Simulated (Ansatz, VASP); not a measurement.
Two plane-wave programs on SrTe

File INCAR:

```
PREC     = Accurate       # precision mode
ENCUT    = 500            # plane-wave cutoff, eV
EDIFF    = 1E-6           # SCF threshold, eV
ISMEAR   = 0              # smearing method
SIGMA    = 0.05           # smearing width, eV
LREAL    = F              # projectors in reciprocal space
LASPH    = T              # aspherical terms in the spheres
NELM     = 120            # most SCF steps
ALGO     = Normal         # electronic algorithm
ISIF     = 2              # what is computed and relaxed
LWAVE    = F              # write WAVECAR
LCHARG   = F              # write CHGCAR
GGA      = PE             # functional
IVDW     = 12             # dispersion correction
NBANDS   = 15             # bands
GGA_COMPAT= F
```

KPOINTS

```
Automatic mesh
0
Gamma
  6 6 6
```

File POSCAR:

```
SrTe
1.0
    0.0000000000      3.2651777884      3.2651777884
    3.2651777884      0.0000000000      3.2651777884
    3.2651777884      3.2651777884      0.0000000000
Sr Te
1 1
Direct
    0.5000000000      0.5000000000      0.5000000000
    0.0000000000      0.0000000000      0.0000000000
```

Input for Ansatz:

```yaml
crystal:
  lattice:
    - [0.0, 3.2651777884, 3.2651777884]
    - [3.2651777884, 0.0, 3.2651777884]
    - [3.2651777884, 3.2651777884, 0.0]
  atoms:
    - { symbol: Sr, position: [0.5, 0.5, 0.5] }
    - { symbol: Te, position: [0.0, 0.0, 0.0] }
basis:
  ecutwfc: 420
  ecutrho_ratio: 4
kpoints:
  mp_grid: { grid: [6, 6, 6] }
hamiltonian:
  xc: pbe
  dispersion: d3bj
scf:
  occupations: { method: gaussian, width: 0.05 }
output:
  forces: true
  stress: true
  eigenvalues: true
```

Alike in both runs: task single point; functional PBE; dispersion D3(BJ); k mesh 6 × 6 × 6; occupations gaussian, width 0.05 eV; no spin polarisation.

```csv
,VASP,Ansatz
version,VASP 6.6.1,Ansatz 0.2.0
potentials or method,"VASP PAW PBE potentials, release 64 (Sr_sv, Te), cutoff 500 eV","scalar-relativistic, plane waves, PAW"
valence electrons in the cell,16,26
```

|  | VASP | Ansatz | Ansatz less VASP |
| --- | --- | --- | --- |
| gap on the k mesh at the Fermi level (eV) | 1.53 | 1.56 | +0.029 |
| least direct gap on the mesh (eV) | 2.31 | 2.33 | +0.020 |
| pressure (GPa) | 1.7 | 1.6 | -0.12 |

VASP's potentials hold 16 valence electrons a cell and Ansatz's 26, so a difference there can come from the potentials and not from the codes.

Neither program's run includes spin-orbit coupling.
